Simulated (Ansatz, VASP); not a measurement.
# Zn: VASP beside Ansatz

```
Zn
1.0
     2.66480    0.00000    0.00000
    -1.33240    2.30778    0.00000
     0.00000    0.00000    4.94670
Zn
2
Direct
  0.33333 0.66667 0.25000
  0.66667 0.33333 0.75000
```

Alike in both runs: task single point; functional PBE; k mesh 16 × 16 × 8; occupations fermi-dirac, width 0.03 eV; no spin polarisation.

|  | VASP | Ansatz |
| --- | --- | --- |
| version | VASP 6.6.1 | Ansatz 0.2.0 |
| potentials or method | VASP PAW PBE potentials, release 64 (Zn), cutoff 520 eV | all-electron LAPW, scalar-relativistic |

```tsv
	VASP	Ansatz	Ansatz less VASP
pressure (GPa)	-0.1	-0.5	-0.33
traceless stress, the component that is largest in VASP (GPa)	-0.36	-0.24	+0.114
```

Ansatz ran all-electron here, and VASP with PAW potentials.
